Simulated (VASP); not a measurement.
# Ge3MoRu (Pm-3m) in VASP: single point with PBE

Aim: the single point of Ge3MoRu with PBE.

All numbers are computed with VASP 6.6.1; they aren't measurements. Logs are shortened: lines on timing, memory, paths and dates and some standing lists are left out, and cuts for length are marked.

## Step 1: The cell of the first run

Symmetry: Pm-3m, No. 221, cubic system. Conventional cell: a = 4.748 Å, b = 4.748 Å, c = 4.748 Å, α = 90.00°, β = 90.00°, γ = 90.00°. Within 3.1 Å of Ge (site symmetry 4/mmm) lie 2 Ru at 2.37 Å. Within 4.4 Å of Mo (site symmetry m-3m) lie 12 Ge at 3.36 Å and 8 Ru at 4.11 Å. Within 3.1 Å of Ru (site symmetry m-3m) lie 6 Ge at 2.37 Å.

The cell was generated, and may not be a known phase.

## Step 2: Single point, PBE, collinear spin

The input, INCAR:

```
PREC = Accurate
ENCUT = 520
EDIFF = 1E-6
ISMEAR = 0
SIGMA = 0.1
LREAL = F
LASPH = T
NELM = 150
ALGO = Normal
ISIF = 2
LWAVE = F
LCHARG = F
ISPIN = 2
MAGMOM = 0 0 0 3.71 0.16
LORBIT = 11
LMAXMIX = 4
GGA = PE
NBANDS = 47
```

The input, KPOINTS:

```
Automatic mesh
0
Gamma
  8 8 8
```

The input, POSCAR:

```
Ge3MoRu
1.0
    4.7483050956      0.0000000000      0.0000000000
    0.0000000000      4.7483050956      0.0000000000
    0.0000000000      0.0000000000      4.7483050956
Ge Mo Ru
3 1 1
Direct
    0.5000000000      0.0000000000      0.5000000000
    0.0000000000      0.5000000000      0.5000000000
    0.5000000000      0.5000000000      0.0000000000
    0.0000000000      0.0000000000      0.0000000000
    0.5000000000      0.5000000000      0.5000000000
```

Potentials or basis: VASP PAW PBE potentials, release 64 (Ge_d, Mo_sv, Ru_pv).

The run is started by

```
cat potpaw_PBE.64/Ge_d/POTCAR potpaw_PBE.64/Mo_sv/POTCAR potpaw_PBE.64/Ru_pv/POTCAR > POTCAR
mpirun -np 1 vasp_std > vasp.out
```

OUTCAR:

```text
PREC = Accurate
   ENCUT = 520
   EDIFF = 1E-6
   ISMEAR = 0
   LREAL = F
   LASPH = T
   NELM = 150
   ISIF = 2
   ISPIN = 2
   LORBIT = 11
   GGA = PE

 ion  position               nearest neighbor table
   1  0.500  0.000  0.500-   5 2.37   5 2.37
   2  0.000  0.500  0.500-   5 2.37   5 2.37
   3  0.500  0.500  0.000-   5 2.37   5 2.37
   4  0.000  0.000  0.000-
   5  0.500  0.500  0.500-   1 2.37   2 2.37   3 2.37   3 2.37   1 2.37   2 2.37

  LATTYP: Found a simple cubic cell.
 ALAT       =     4.7483050956

  Lattice vectors:

 A1 = (   4.7483050956,   0.0000000000,   0.0000000000)
 A2 = (   0.0000000000,   4.7483050956,   0.0000000000)
 A3 = (   0.0000000000,   0.0000000000,   4.7483050956)

Analysis of symmetry for initial positions (statically):
=====================================================================
 Subroutine PRICEL returns:
 Original cell was already a primitive cell.

 Routine SETGRP: Setting up the symmetry group for a
 simple cubic supercell.

 Subroutine GETGRP returns: Found 48 space group operations
 (whereof 48 operations were pure point group operations)
 out of a pool of 48 trial point group operations.

The static configuration has the point symmetry O_h .

Analysis of symmetry for dynamics (positions and initial velocities):
=====================================================================
 Subroutine PRICEL returns:
 Original cell was already a primitive cell.

 Routine SETGRP: Setting up the symmetry group for a
 simple cubic supercell.

 Subroutine GETGRP returns: Found 48 space group operations
 (whereof 48 operations were pure point group operations)
 out of a pool of 48 trial point group operations.

The dynamic configuration has the point symmetry O_h .

Analysis of structural, dynamic, and magnetic symmetry:
=====================================================================
 Subroutine PRICEL returns:
 Original cell was already a primitive cell.

 Routine SETGRP: Setting up the symmetry group for a
 simple cubic supercell.

 Subroutine GETGRP returns: Found 48 space group operations
 (whereof 48 operations were pure point group operations)
 out of a pool of 48 trial point group operations.

The overall configuration has the point symmetry O_h .

 Subroutine INISYM returns: Found 48 space group operations
 (whereof 48 operations are pure point group operations),
 and found     1 'primitive' translations

----------------------------------------------------------------------------------------

[... 129 lines left out ...]
 spin polarized calculation
 Gauss-broadening in eV      SIGMA  =   0.10
  energy-cutoff  :      520.00
  volume of cell :      107.06
 maximum number of plane-waves:      2902
 NGX is ok and might be reduce to    36
   NGX = 17   NGY = 17   NGZ = 17

 number of electron      70.0000036 magnetization       4.0226208

 Free energy of the ion-electron system (eV)
  ---------------------------------------------------
  ext. energy  EPLUGINS =         0.00000000
  ---------------------------------------------------
  free energy    TOTEN  =       -29.03917795 eV

  energy without entropy =      -29.02236460  energy(sigma->0) =      -29.03077127

 E-fermi :   6.4107     XC(G=0): -10.7968

 val. band max:        6.4101803682   @ k =   0.5000   0.5000   0.3750
 cond. band min:       6.4293451654   @ k =   0.3750   0.3750   0.1250
 fundamental gap:      0.0191647971
 Fermi energy:         6.4107016538

 spin component 1

 k-point     1 :       0.0000    0.0000    0.0000
  band No.  band energies     occupation
      1     -55.2052      1.00000
      2     -36.4550      1.00000
      3     -36.4550      1.00000
      4     -36.4550      1.00000
      5     -29.4009      1.00000
      6     -29.4009      1.00000
[... 1189 lines left out ...]
     46      12.8512      0.00000
     47      14.2691      0.00000

 [... further k-points ...]

 spin component 2

 k-point     1 :       0.0000    0.0000    0.0000
  band No.  band energies     occupation
      1     -53.1042      1.00000
      2     -36.3549      1.00000
      3     -36.3549      1.00000
      4     -36.3549      1.00000
      5     -27.0667      1.00000
      6     -27.0667      1.00000
[... 1189 lines left out ...]
     46      13.6468      0.00000
     47      14.6979      0.00000

 [... further k-points ...]

------------------------ aborting loop because EDIFF is reached ----------------------------------------

  FORCE on cell =-STRESS in cart. coord.  units (eV):
  Direction    XX          YY          ZZ          XY          YZ          ZX
  --------------------------------------------------------------------------------------
  -------------------------------------------------------------------------------------
  Total        0.0485507      0.0485507      0.0485507      0.0000000     -0.0000000     -0.0000000
  in kB        0.7265917      0.7265917      0.7265917      0.0000000     -0.0000000     -0.0000000
  external PRESSURE =       0.7265917 kB  Pullay stress =       0.0000000 kB

 VOLUME and BASIS-vectors are now :
 -----------------------------------------------------------------------------
  energy-cutoff  :      520.00
  volume of cell :      107.06
      direct lattice vectors                 reciprocal lattice vectors
     4.748305096  0.000000000  0.000000000     0.210601463  0.000000000  0.000000000
     0.000000000  4.748305096  0.000000000     0.000000000  0.210601463  0.000000000
     0.000000000  0.000000000  4.748305096     0.000000000  0.000000000  0.210601463

 POSITION                                       TOTAL-FORCE (eV/Angst)
 -----------------------------------------------------------------------------------
      2.37415      0.00000      2.37415         0.000000      0.000000      0.000000
      0.00000      2.37415      2.37415         0.000000      0.000000      0.000000
      2.37415      2.37415      0.00000         0.000000      0.000000      0.000000
      0.00000      0.00000      0.00000         0.000000      0.000000      0.000000
      2.37415      2.37415      2.37415         0.000000      0.000000      0.000000
 -----------------------------------------------------------------------------------
    total drift:                                0.000000      0.000000      0.000000

  FREE ENERGIE OF THE ION-ELECTRON SYSTEM (eV)
  ---------------------------------------------------
  free  energy   TOTEN  =       -29.0391779474 eV

  energy  without entropy=      -29.0223645966  energy(sigma->0) =      -29.03077127

 total charge

# of ion       s       p       d       tot
------------------------------------------
    1        1.219   1.008  10.038  12.265
    2        1.219   1.008  10.038  12.265
    3        1.219   1.008  10.038  12.265
    4        2.251   5.988   3.846  12.085
    5        0.377   6.322   6.272  12.971
--------------------------------------------------
tot          6.284  15.335  40.233  61.851

 magnetization (x)

# of ion       s       p       d       tot
------------------------------------------
    1        0.012  -0.014   0.005   0.003
    2        0.012  -0.014   0.005   0.003
    3        0.012  -0.014   0.005   0.003
    4        0.093   0.015   3.170   3.279
    5        0.017   0.021   0.124   0.163
--------------------------------------------------
tot          0.147  -0.007   3.309   3.449
```

Run time: 8.7 min. Hardware: 1 thread of Intel Xeon 8259CL, shared host; peak memory 0.42 GiB.

What came out:

```yaml
Free_energy: -29.0392 eV
Pressure: 0.1 GPa
Band_gap_on_the_k_mesh: zero (filled and empty bands overlap)
Net_moment: 4.02 μB per cell
Site_moments: Ge +0.00; Mo +3.28; Ru +0.16 μB
Valence_electrons_inside_the_program's_atomic_spheres: Ge 12.27; Mo 12.09; Ru 12.97
```
